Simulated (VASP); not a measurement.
# Co13Si7 in VASP: notebook

Co13Si7 is run at these levels: PBE; tasks: single point.

Everything below comes from runs of VASP 6.6.1. Logs are shortened: lines on timing, memory, paths and dates and some standing lists are left out, and cuts for length are marked.

**1. The cell of the first run**

The cell holds a disordered packing, 20 atoms: a = 6.500 Å, b = 6.204 Å, c = 6.360 Å, α = 92.92°, β = 85.17°, γ = 89.87°.

**2. Single point, PBE**

File INCAR:

```
SYSTEM = Co13Si7
PREC = Accurate
ENCUT = 400
EDIFF = 1E-6
ISMEAR = -1
SIGMA = 0.1568
LREAL = Auto
LASPH = .TRUE.
NELM = 120
ALGO = Normal
ISIF = 2
LWAVE = .FALSE.
LCHARG = .TRUE.
GGA = PE
LELF = .TRUE.
LVHAR = .TRUE.
ISYM = -1
NBANDS = 88
GGA_COMPAT = .FALSE.
```

File KPOINTS:

```
explicit points
1
Reciprocal
  0.25000000   0.25000000   0.25000000 1
```

File POSCAR:

```
Co13Si7
1.0
    6.4939510000      0.0105820000      0.2710780000
    0.0105820000      6.2018580000     -0.1606020000
    0.2710780000     -0.1606020000      6.3520220000
Co Si
13 7
Direct
    0.6919673693      0.9184303715      0.0973409135
    0.4216563426      0.1163574814      0.9401909323
    0.5690695331      0.6892060381      0.4013204988
    0.5198159877      0.6564878212      0.8254874714
    0.7533953685      0.1150514680      0.7763371390
    0.1803142541      0.5175420146      0.0517874553
   -0.0910247496      0.2254735660      0.1356447306
    0.7994301715      0.5832973561      0.1554024514
    0.0943297683      0.0300561135      0.7437824282
    0.7261764450      0.3129581774      0.4415298390
    0.1532087590      0.3252003626      0.3906534493
    0.8508658469      0.7131629498      0.7248179216
    0.2476037081      0.8926578695      0.2972596318
    0.0909257298      0.8388219436      1.0263368919
    0.8406852885      0.9763887662      0.4587527723
    0.0495057157      0.6624926058      0.4111650947
    0.9660382768      0.3843665482      0.7469045782
    0.3124130658      0.3593446985      0.6983645787
    0.4076278863      0.9273827813      0.6186961533
    0.4964148106      0.3295736467      0.1784910463
```

Potentials or basis: VASP PAW PBE potentials, release 64 (Co, Si).

Command:

```sh
> cat potpaw_PBE.64/Co/POTCAR potpaw_PBE.64/Si/POTCAR > POTCAR
> mpirun -np 1 vasp_std > vasp.out
```

OUTCAR:

```text
SYSTEM = Co13Si7
   PREC = Accurate
   ENCUT = 400
   EDIFF = 1E-6
   ISMEAR = -1
   LREAL = Auto
   LASPH = .TRUE.
   NELM = 120
   ISIF = 2
   GGA = PE
   ISYM = -1

 ion  position               nearest neighbor table
   1  0.692  0.918  0.097-   8 2.25   7 2.39   5 2.44   2 2.45   3 2.53  15 2.58   4 2.63  14 2.64
                            12 2.75  20 2.85  13 3.06
   2  0.422  0.116  0.940-  20 2.05  19 2.31   5 2.31  18 2.36   1 2.45   9 2.60  14 2.79  13 2.87
                             6 2.96   4 2.96
   3  0.569  0.689  0.401-   8 2.15  19 2.18   1 2.53  15 2.55  10 2.58  13 2.59  20 2.65   4 2.71
                            12 2.87  16 3.13
   4  0.520  0.656  0.825-  12 2.23  19 2.34  18 2.43   1 2.63   6 2.70   3 2.71   8 2.94   2 2.96
                            20 3.10
   5  0.753  0.115  0.776-  17 2.18  15 2.18   9 2.27   2 2.31   1 2.44  10 2.53  12 2.57   7 2.64
                            19 2.77
   6  0.180  0.518  0.052-  14 2.09  18 2.49  16 2.49  11 2.51   8 2.53  20 2.57   7 2.58  17 2.58
                             4 2.70  13 2.79   2 2.96
   7  0.909  0.225  0.136-  10 2.23   8 2.32   1 2.39  11 2.42   6 2.58   5 2.64  15 2.64  14 2.70
                            17 2.71  20 2.74   9 2.88
   8  0.799  0.583  0.155-   3 2.15   1 2.25   7 2.32  16 2.43  20 2.52   6 2.53  10 2.55  14 2.58
                            12 2.89  17 2.94   4 2.94  15 3.06
   9  0.094  0.030  0.744-  14 2.20  19 2.20   5 2.27  17 2.35  18 2.50  12 2.53  15 2.56   2 2.60
                             7 2.88  11 2.97  13 3.01  16 3.06
  10  0.726  0.313  0.442-  15 2.23   7 2.23  20 2.34   5 2.53   8 2.55   3 2.58  17 2.61  11 2.77
                            16 3.03  18 3.03
  11  0.153  0.325  0.391-  16 2.19  18 2.29   7 2.42  17 2.49  20 2.51   6 2.51  10 2.77  13 2.77
                             9 2.97  15 2.99
  12  0.851  0.713  0.725-  17 2.19   4 2.23  16 2.29  15 2.42   9 2.53   5 2.57  14 2.66   1 2.75
                             3 2.87   8 2.89
  13  0.248  0.893  0.297-  16 2.04  14 2.09  19 2.37   3 2.59  11 2.77   6 2.79  15 2.79   2 2.87
                             9 3.01   1 3.06
  14  0.091  0.839  0.026-  13 2.09   6 2.09   9 2.20   8 2.58   1 2.64  12 2.66   7 2.70  16 2.72
                             2 2.79
  15  0.841  0.976  0.459-   5 2.18  10 2.23  16 2.36  12 2.42   3 2.55   9 2.56   1 2.58   7 2.64
                            13 2.79  19 2.93  11 2.99   8 3.06
  16  0.050  0.662  0.411-  13 2.04  11 2.19  12 2.29  15 2.36   8 2.43   6 2.49  14 2.72  17 2.83
                            10 3.03   9 3.06   3 3.13
  17  0.966  0.384  0.747-   5 2.18  12 2.19  18 2.25   9 2.35  11 2.49   6 2.58  10 2.61   7 2.71
                            16 2.83   8 2.94
  18  0.312  0.359  0.698-  17 2.25  11 2.29   2 2.36   4 2.43   6 2.49   9 2.50  19 2.76  10 3.03

  19  0.408  0.927  0.619-   3 2.18   9 2.20   2 2.31   4 2.34  13 2.37  18 2.76   5 2.77  15 2.93

  20  0.496  0.330  0.178-   2 2.05  10 2.34  11 2.51   8 2.52   6 2.57   3 2.65   7 2.74   1 2.85
                             4 3.10

IMPORTANT INFORMATION: All symmetrisations will be switched off!
NOSYMM: (Re-)initialisation of all symmetry stuff for point group C_1.

----------------------------------------------------------------------------------------

                                     Primitive cell

  volume of cell :     255.2000

  direct lattice vectors                    reciprocal lattice vectors
     6.493951000  0.010582000  0.271078000     0.154265436 -0.000433984 -0.006594383
     0.010582000  6.201858000 -0.160602000    -0.000433984  0.161348863  0.004098001
     0.271078000 -0.160602000  6.352022000    -0.006594383  0.004098001  0.157815218

  length of vectors
     6.499614977  6.203946134  6.359831741     0.154406927  0.161401480  0.158006084

  position of ions in fractional coordinates (direct lattice)
     0.691967369  0.918430372  0.097340913
     0.421656343  0.116357481  0.940190932
     0.569069533  0.689206038  0.401320499
     0.519815988  0.656487821  0.825487471
     0.753395369  0.115051468  0.776337139
     0.180314254  0.517542015  0.051787455
[... 12 lines left out ...]
     0.407627886  0.927382781  0.618696153
     0.496414811  0.329573647  0.178491046

  ion indices of the primitive-cell ions
   primitive index   ion index
                 1           1
                 2           2
                 3           3
                 4           4
                 5           5
                 6           6
[... 12 lines left out ...]
                19          19
                20          20

----------------------------------------------------------------------------------------

 KPOINTS: explicit points

Read explicit list of k-points.

 Found      1 k-points:

 Following reciprocal coordinates:
            Coordinates               Weight
  0.250000  0.250000  0.250000      1.000000
   k-points           NKPTS =      1   k-points in BZ     NKDIM =      1   number of bands    NBANDS=     88
   number of dos      NEDOS =    301   number of ions     NIONS =     20
   total plane-waves  NPLWV =  70560
   dimension x,y,z NGX =    42 NGY =   40 NGZ =   42
   dimension x,y,z NGXF=    84 NGYF=   80 NGZF=   84
   ions per type =              13   7
   NGX,Y,Z   is equivalent  to a cutoff of  10.74, 10.72, 10.98 a.u.
   NGXF,Y,Z  is equivalent  to a cutoff of  21.49, 21.44, 21.96 a.u.
 SYSTEM =  Co13Si7
   PREC   = accura    normal or accurate (medium, high low for compatibility)
   ISTART =      0    job   : 0-new  1-cont  2-samecut
   ICHARG =      2    charge: 1-file 2-atom 10-const
   ISPIN  =      1    spin polarized calculation?
   LNONCOLLINEAR =      F non collinear calculations
   LSORBIT =      F    spin-orbit coupling
   LASPH  =      T    aspherical Exc in radial PAW
   ENCUT  =  400.0 eV  29.40 Ry    5.42 a.u.  10.60 10.12 10.37*2*pi/ulx,y,z
   NELM   =    120;   NELMIN=  2; NELMDL= -5     # of ELM steps
   EDIFF  = 0.1E-05   stopping-criterion for ELM
   LREAL  =      T    real-space projection
   EDIFFG = 0.1E-04   stopping-criterion for IOM
   NSW    =      0    number of steps for IOM
   IBRION =     -1    ionic relax: 0-MD 1-quasi-New 2-CG
   NFREE  =      0    steps in history (QN), initial steepest desc. (CG)
   ISIF   =      2    stress and relaxation
   ISYM   =     -1    0-nonsym 1-usesym 2-fastsym
   POTIM  = 0.5000    time-step for ionic-motion
   TEBEG  =    0.0;   TEEND  =   0.0 temperature during run
   PSTRESS=    0.0 pullay stress
   NELECT =     145.0000    total number of electrons
   NUPDOWN=      -1.0000    fix difference up-down
   EMIN   =  10.00;   EMAX   =-10.00  energy-range for DOS
   EFERMI =   0.00;   METHOD = LEGACY
   ISMEAR =    -1;   SIGMA  =   0.16  broadening in eV -4-tet -1-fermi 0-gaus
   EFERMI_NEDOS =   21; number of points for ismear=-14 and -15
   IALGO  =     38    algorithm
   IMIX   =      4    mixing-type and parameters
     AMIX     =   0.40;   BMIX     =  1.00
     AMIX_MAG =   1.60;   BMIX_MAG =  1.00
  volume/ion in A,a.u.               =      12.76        86.11
  Fermi-wavevector in a.u.,A,eV,Ry     =   1.355930  2.562336 25.014937  1.838546
  Thomas-Fermi vector in A             =   2.482976
   LORBIT       =      0    0 simple, 1 ext, 2 COOP (PROOUT), +10 PAW based schemes
   GGA     = PE    functional components
   LHFCALC =     F    Hartree Fock is set to
   AEXX    =    0.0000 exact exchange contribution
   IVDW    =     0    specifies the selected vdW correction
   LEPSILON=     F    determine dielectric tensor
   LRPA    =     F    only Hartree local field effects (RPA)
 non-spin polarized calculation
  energy-cutoff  :      400.00
  volume of cell :      255.20
 maximum number of plane-waves:      4634
 NGX is ok and might be reduce to    42
   NGX = 21   NGY = 21   NGZ = 21

 number of electron     144.9999988 magnetization

 Free energy of the ion-electron system (eV)
  ---------------------------------------------------
  ext. energy  EPLUGINS =         0.00000000
  ---------------------------------------------------
  free energy    TOTEN  =      -126.61604876 eV

  energy without entropy =     -124.25564909  energy(sigma->0) =     -125.43584892

 E-fermi :   9.1035     XC(G=0): -12.0716

 val. band max:        9.0885522350   @ k =   0.2500   0.2500   0.2500
 cond. band min:       9.1240341386   @ k =   0.2500   0.2500   0.2500
 fundamental gap:      0.0354819035
 Fermi energy:         9.1034851085

 k-point     1 :       0.2500    0.2500    0.2500
  band No.  band energies     occupation
      1      -2.1815      2.00000
      2      -1.1194      2.00000
      3      -0.1839      2.00000
      4       0.3835      2.00000
      5       0.7704      2.00000
      6       1.6220      2.00000
[... 76 lines left out ...]
     83      10.4394      0.00040
     84      10.7937      0.00004
 [bands above 84 left out]

------------------------ aborting loop because EDIFF is reached ----------------------------------------

  FORCE on cell =-STRESS in cart. coord.  units (eV):
  Direction    XX          YY          ZZ          XY          YZ          ZX
  --------------------------------------------------------------------------------------
  -------------------------------------------------------------------------------------
  Total       -3.1636721     -1.1474491    -12.3680085     -5.7928746      1.9169601     -2.7258627
  in kB      -19.8619236     -7.2038271    -77.6478829    -36.3683816     12.0349120    -17.1133025
  external PRESSURE =     -34.9045445 kB  Pullay stress =       0.0000000 kB

 VOLUME and BASIS-vectors are now :
 -----------------------------------------------------------------------------
  energy-cutoff  :      400.00
  volume of cell :      255.20
      direct lattice vectors                 reciprocal lattice vectors
     6.493951000  0.010582000  0.271078000     0.154265436 -0.000433984 -0.006594383
     0.010582000  6.201858000 -0.160602000    -0.000433984  0.161348863  0.004098001
     0.271078000 -0.160602000  6.352022000    -0.006594383  0.004098001  0.157815218

 POSITION                                       TOTAL-FORCE (eV/Angst)
 -----------------------------------------------------------------------------------
      4.52971      5.68766      0.65839        -0.167807      0.581741      0.184887
      2.99431      0.57510      6.06773        -2.140169     -1.389673     -0.825186
      3.81159      4.21593      2.59277        -0.467407     -0.286551      0.942811
      3.60638      3.94437      5.27899        -1.187292     -0.278684      0.241899
      5.10418      0.59682      5.11706        -2.052192     -0.177233      0.519295
      1.19047      3.20331      0.29472         0.707761     -2.377141     -0.417882
[... 12 lines left out ...]
      2.82464      5.65645      3.89153         0.901072      0.220962      0.367352
      3.27557      2.02056      1.21542         0.948158      1.743817      1.858073
 -----------------------------------------------------------------------------------
    total drift:                               -0.001092      0.004965     -0.002790

  FREE ENERGIE OF THE ION-ELECTRON SYSTEM (eV)
  ---------------------------------------------------
  free  energy   TOTEN  =      -126.6160487555 eV

  energy  without entropy=     -124.2556490881  energy(sigma->0) =     -125.43584892
```

Run time: 2.7 min. Hardware: 1 thread of AMD EPYC 7R43 (Zen 3), shared host; peak memory 0.21 GiB.

Results:

```yaml
Free_energy: -126.6160 eV
Pressure: -3.5 GPa
Largest_force: 3.422 eV/Å
Band_gap_on_the_k_mesh: zero (an odd number of electrons rules out a gap without spin polarisation)
```

Forces on the atoms (eV/Å):
```
Co  -0.168  0.582  0.185
Co  -2.140 -1.390 -0.825
Co  -0.467 -0.287  0.943
Co  -1.187 -0.279  0.242
Co  -2.052 -0.177  0.519
Co   0.708 -2.377 -0.418
Co   0.926 -1.454 -1.582
Co   0.791 -0.753 -1.515
Co   0.676  0.593 -0.912
Co  -0.558  1.670  1.283
Co   0.196 -1.118  0.446
Co   0.257  1.007  0.445
Co   2.265  2.396  0.916
Si  -1.704  1.523 -2.039
Si  -0.236 -0.339 -1.427
Si  -0.804 -2.506  0.491
Si  -0.960  0.634  0.844
Si   2.607  0.311  0.179
Si   0.901  0.221  0.367
Si   0.948  1.744  1.858
```

Stress tensor (GPa, compression positive):
```
-1.99 -3.64 -1.71
-3.64 -0.72  1.20
-1.71  1.20 -7.76
```

Levels at points of the mesh, in eV from the Fermi level:
```
           k point  band 70  band 71  band 72  band 73  band 74  band 75  band 76  band 77
(0.25, 0.25, 0.25)    -0.22    -0.18    -0.09    -0.01     0.02     0.09     0.21     0.25
```

Caveat: the atoms stand as in a frame of molecular dynamics; the run has no spin polarisation, though such a crystal can be magnetic.

(Continued in part 2 of 2.)

The gap in the log of VASP goes by the Fermi energy; the results here count the filled bands.